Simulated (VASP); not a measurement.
The system is Gd2O.

```
CELL_PARAMETERS angstrom
-2.48500 2.48500 4.96500
2.48500 -2.48500 4.96500
2.48500 2.48500 -4.96500
ATOMIC_POSITIONS crystal
Gd 0.50500 0.00500 0.50000
Gd 0.99500 0.49500 0.50000
Gd 0.24500 0.24500 0.00000
Gd 0.75500 0.75500 0.00000
O 0.75000 0.25000 0.50000
O 0.00000 0.00000 0.00000
```

```yaml
Program: VASP 6.6.1
Task: relaxation of cell and atoms
Functional: PBE
Potentials_or_basis: VASP PAW PBE potentials, release 64 (Gd, O)
Cutoff: 600 eV
k_mesh: 5 × 5 × 5
Occupations: gaussian, width 0.2 eV
Spin: collinear spin, ferromagnetic start
Starting_moments: "[7.0, 7.0, 7.0, 7.0, 0.0, 0.0] μB"
```

At the start: pressure 1.3 GPa; volume 20.44 Å³/atom.

**Question.** How do energy, volume and symmetry change on relaxing?

**Answer.** Over 7 steps the energy falls by 30.6 meV/atom and the volume is 21.00 Å³/atom (+2.7 %); space group I4_1/amd (No. 141, to 0.1 Å) before and after; moment 28.83 μB per cell.

Step by step:
```
step  energy change (eV)  largest force (eV/Å)  pressure (GPa)  volume (Å³)
   1              0.0000                0.3409            1.31       122.64
   2             -0.0589                0.3461           -0.39       125.62
   3             -0.0807                0.3398           -1.86       128.21
   4             -0.1212                0.2732           -1.20       127.65
   5             -0.1652                0.1692           -0.45       126.78
   6             -0.1743                0.0379            2.76       124.93
   7             -0.1839                0.0602            0.20       126.00
```

Final structure:
```xyz
6
Lattice="-2.4315 2.4315 5.3278 2.4315 -2.4315 5.3278 2.4315 2.4315 -5.3278" Properties=species:S:1:pos:R:3 pbc="T T T"
Gd    0.0000    2.4315    0.1463
Gd    0.0000    2.4315    5.1815
Gd    0.0000    0.0000    2.5176
Gd    0.0000    0.0000    8.1381
O     0.0000    2.4315    2.6639
O     0.0000    0.0000    0.0000
```

Caveat: semilocal functionals describe open f shells poorly, which spoils levels, moments and volumes; the relaxation stopped at a loose force limit of 0.08 eV/Å, so its end isn't a converged minimum.
